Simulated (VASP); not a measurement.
Input of a VASP 6.6.1 run:

INCAR

```
SYSTEM = ZrAl3N4
ALGO = Normal ; EDIFF = 1E-7
EDIFFG = -0.04 ; ENCUT = 600
GGA = PE ; IBRION = 2
ISIF = 3 ; ISMEAR = 0
LASPH = .True. ; LCHARG = .False.
LREAL = .False. ; LWAVE = .False.
NELM = 100 ; NSW = 90
PREC = Accurate ; SIGMA = 0.1
```

File KPOINTS:

```
k-points
0
Gamma
  4 4 6
  0 0 0
```

Contents of POSCAR:

```
ZrAl3N4
1.0
    3.3349784600     -4.7163717700      0.0000000000
    3.3349784600      4.7163717700      0.0000000000
    0.0000000000      0.0000000000      3.3349784600
Zr Al N
1 3 4
Direct
    0.0000000000      0.0000000000      0.5000000000
    0.0000000000      0.5000000000      0.0000000000
    0.5000000000      0.5000000000      0.5000000000
    0.5000000000      0.0000000000      0.0000000000
    0.2500000000      0.2500000000      0.0000000000
    0.2500000000      0.7500000000      0.5000000000
    0.7500000000      0.2500000000      0.5000000000
    0.7500000000      0.7500000000      0.0000000000
```

Potentials or basis: VASP PAW PBE potentials, release 64 (Zr_sv, Al, N).

Run with:

```bash
$ cat potpaw_PBE.64/Zr_sv/POTCAR potpaw_PBE.64/Al/POTCAR potpaw_PBE.64/N/POTCAR > POTCAR
$ mpirun -np 1 vasp_std > vasp.out
```

**Question.** Estimate the relaxed cell.

**Answer.** a = 5.214 Å, b = 5.214 Å, c = 2.973 Å, α = 90.00°, β = 90.00°, γ = 108.78°.

**Question.** Predict the relaxed volume.

**Answer.** 9.56 Å³/atom.

**Question.** What does it give for the space group after relaxing (to 0.05 Å)?

**Answer.** Cmmm (No. 65).

Forces on the atoms (eV/Å):
```
Zr   0.000  0.000  0.000
Al   0.000  0.000  0.000
Al   0.000  0.000  0.000
Al   0.000  0.000  0.000
N    0.006  0.000  0.000
N    0.000  0.017  0.000
N    0.000 -0.017  0.000
N   -0.006  0.000  0.000
```

Caveat: the volume moved by over 15 % at a fixed basis, so the end points are rough.
